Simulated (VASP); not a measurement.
SnS2:

```
Sn S
1.0
     3.63900    0.00000    0.00000
    -1.81950    3.15147    0.00000
     0.00000    0.00000    5.86800
Sn S
1 2
Cartesian
  0.0000 0.0000 0.0000
  0.0000 2.1010 1.4670
  1.8195 1.0505 4.4010
```

| Item | Value |
| --- | --- |
| Program | VASP 6.6.1 |
| Task | relaxation of cell and atoms |
| Functional | PBE |
| Dispersion | D3(BJ) |
| Potentials or basis | VASP PAW PBE potentials, release 64 (Sn_d, S) |
| Cutoff | 500 eV |
| k mesh | 6 × 6 × 4 |
| Occupations | gaussian, width 0.01 eV |
| Spin | no spin polarisation |

At the start: pressure 1.7 GPa; volume 22.43 Å³/atom.

Question: How do energy, volume and symmetry change on relaxing?

Answer: Over 9 steps the energy falls by 3.2 meV/atom and the volume is 22.52 Å³/atom (+0.4 %); space group P-3m1 (No. 164, to 0.1 Å) before and after.

Step by step:
| step | energy change (eV) | largest force (eV/Å) | pressure (GPa) | volume (Å³) |
| --- | --- | --- | --- | --- |
| 1 | 0.0000 | 0.2481 | 1.70 | 67.30 |
| 2 | -0.0013 | 0.1875 | -1.54 | 69.64 |
| 3 | -0.0079 | 0.0144 | -0.05 | 68.50 |
| 4 | -0.0082 | 0.0265 | -0.06 | 68.46 |
| 5 | -0.0085 | 0.0533 | -0.07 | 68.38 |
| 6 | -0.0088 | 0.0455 | -0.06 | 68.26 |
| 7 | -0.0094 | 0.0223 | -0.04 | 67.89 |
| 8 | -0.0094 | 0.0248 | 0.04 | 67.15 |
| 9 | -0.0096 | 0.0013 | 0.00 | 67.55 |

Final structure:
```
CELL_PARAMETERS angstrom
3.66903 0.00000 0.00000
-1.83452 3.17747 0.00000
0.00000 0.00000 5.79382
ATOMIC_POSITIONS crystal
Sn 0.00000 0.00000 0.00000
S 0.33333 0.66667 0.25489
S 0.66667 0.33333 0.74511
```
